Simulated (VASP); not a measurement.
## SiTeS: relaxation of cell and atoms with PBE

SiTeS:

```
Si Te S
1.0
     3.38929    0.00000    0.00000
     0.00000    3.38929    0.00000
     0.00000    0.00000    5.64876
Si Te S
1 1 1
Direct
  0.00000 0.00000 0.00000
  0.00000 0.00000 0.50000
  0.50000 0.50000 0.00000
```

The cell was generated, and may not be a known phase.

```
Program                : VASP 6.6.1
Task                   : relaxation of cell and atoms
Functional             : PBE
Potentials or basis    : VASP PAW PBE potentials, release 64 (Si, Te, S)
Cutoff                 : 600 eV
k mesh                 : 14 × 14 × 8
Occupations            : gaussian, width 0.1 eV
Spin                   : no spin polarisation
Dipole correction      : no
Further INCAR settings : ALGO = Normal; EDIFF = 1e-06; IBRION = 2; EDIFFG = -0.01; NSW = 100; ISIF = 3
```

* Relaxed volume: 21.75 Å³/atom
* Relaxed cell: a = 3.371 Å, b = 3.371 Å, c = 5.742 Å, α = 90.00°, β = 90.00°, γ = 90.00°
* Space group after relaxing (to 0.1 Å): P4/mmm (No. 123)
* Energy gained by relaxing: 1.7 meV/atom
* Ionic steps: 5
* Pressure after relaxing: 0.0 GPa
* Band gap on the k mesh: zero (bands 8 and 9 overlap by 3.83 eV)

The path:
| step | energy change (eV) | largest force (eV/Å) | pressure (GPa) | volume (Å³) |
| --- | --- | --- | --- | --- |
| 1 | 0.0000 | 0.0000 | 0.01 | 64.89 |
| 2 | -0.0041 | 0.0000 | 0.19 | 64.89 |
| 3 | -0.0048 | 0.0000 | 0.33 | 64.89 |
| 4 | -0.0051 | 0.0000 | -0.10 | 65.38 |
| 5 | -0.0052 | 0.0000 | -0.01 | 65.26 |

Final structure:
```cif
data_structure
_symmetry_space_group_name_H-M 'P 1'
_symmetry_Int_Tables_number 1
_cell_length_a 3.3713
_cell_length_b 3.3713
_cell_length_c 5.7417
_cell_angle_alpha 90.000
_cell_angle_beta 90.000
_cell_angle_gamma 90.000
_cell_volume 65.26
loop_
_atom_site_label
_atom_site_type_symbol
_atom_site_fract_x
_atom_site_fract_y
_atom_site_fract_z
_atom_site_occupancy
Si1 Si 0.00000 0.00000 0.00000 1
Te1 Te 0.00000 0.00000 0.50000 1
S1 S 0.50000 0.50000 0.00000 1
```

Levels at points of the mesh, in eV from the Fermi level:
```tsv
k point	band 6	band 7	band 8	band 9	band 10	band 11
(0.00, 0.00, 0.00)	-3.31	-0.35	1.47	1.47	2.43	5.55
(0.50, 0.00, 0.00)	-3.42	-2.80	0.70	1.74	1.77	2.97
(0.50, 0.50, 0.00)	-3.14	-2.88	-2.88	-2.28	2.88	2.88
(0.00, 0.00, 0.50)	-4.06	-0.79	1.15	1.15	2.51	2.53
(0.50, 0.00, 0.50)	-1.79	-1.71	0.09	1.12	1.53	2.21
(0.50, 0.50, 0.50)	-3.37	-3.37	-2.45	0.60	1.68	4.79
```

Wall time 2.7 min on 1 thread of Intel(R) Xeon(R) 6975P-C (Granite Rapids), with other jobs on the host, peak memory 0.36 GiB.

Caveat: spin-orbit coupling is left out, which moves the levels of the heavy elements.
